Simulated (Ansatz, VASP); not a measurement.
# One calculation of F, two programs

Contents of INCAR:

```
ALGO     = Normal         # electronic algorithm
EDIFF    = 1E-7           # SCF threshold, eV
ENCUT    = 520            # plane-wave cutoff, eV
GGA      = PE             # functional
ISIF     = 2              # what is computed and relaxed
ISMEAR   = -1             # smearing method
LASPH    = True           # aspherical terms in the spheres
LCHARG   = False          # write CHGCAR
LREAL    = False          # projectors in reciprocal space
LWAVE    = False          # write WAVECAR
NBANDS   = 14             # bands
NELM     = 80             # most SCF steps
PREC     = Accurate       # precision mode
SIGMA    = 0.05           # smearing width, eV
```

Contents of KPOINTS:

```
k-points
0
Gamma
  17 17 17
```

File POSCAR:

```
F
1.0
   -1.8655237818      1.8655237818      1.2162775579
    1.8655237818     -1.8655237818      1.2162775579
    1.8655237818      1.8655237818     -1.2162775579
F
2
Direct
   -0.3750000000     -0.1250000000     -0.2500000000
    0.3750000000      0.1250000000      0.2500000000
```

Input for Ansatz:

```yaml
crystal:
  lattice:
    - [-1.8655237818, 1.8655237818, 1.2162775579]
    - [1.8655237818, -1.8655237818, 1.2162775579]
    - [1.8655237818, 1.8655237818, -1.2162775579]
  atoms:
    - { symbol: F, position: [-0.375, -0.125, -0.25] }
    - { symbol: F, position: [0.375, 0.125, 0.25] }
kpoints:
  mp_grid: { grid: [17, 17, 17] }
  band_path:
    path:
      - [0.0, 0.0, 0.0]
      - [0.0, 0.0, 0.5]
      - [-0.5, 0.5, 0.5]
      - [0.0, 0.0, 0.0]
      - [0.3562683203, 0.3562683203, -0.3562683203]
      - [-0.3562683203, 0.6437316797, 0.3562683203]
      - [-0.5, 0.5, 0.5]
      - [0.0, 0.0, 0.5]
      - [0.25, 0.25, 0.25]
    npoints: 8
scf:
  occupations: { method: fermi_dirac, width: 0.05 }
hamiltonian:
  xc: pbe
  pseudopotentials: { kind: all_electron, lapw: { basis_error: 0.001 } }
output:
  forces: true
  stress: true
  eigenvalues: true
  populations: true
  dos: { projected: true, de: 0.2, e_range: [-14, 8] }
```

Change from the starting cell: volume scaled by 0.75, LAPW.

Alike in both runs: task single point; functional PBE; k mesh 17 × 17 × 17; occupations fermi-dirac, width 0.05 eV; no spin polarisation.

|  | VASP | Ansatz |
| --- | --- | --- |
| version | VASP 6.6.1 | Ansatz 0.2.0 |
| potentials or method | VASP PAW PBE potentials, release 64 (F), cutoff 520 eV | all-electron LAPW, scalar-relativistic |

VASP gave:

* pressure (GPa): 24.5
* traceless stress, the component that is largest in VASP (GPa): -0.11

Problem. Which values does Ansatz return?

Solution. Pressure (GPa): 25.1; traceless stress, the component that is largest in VASP (GPa): 0.01.

Ansatz ran all-electron here, and VASP with PAW potentials.
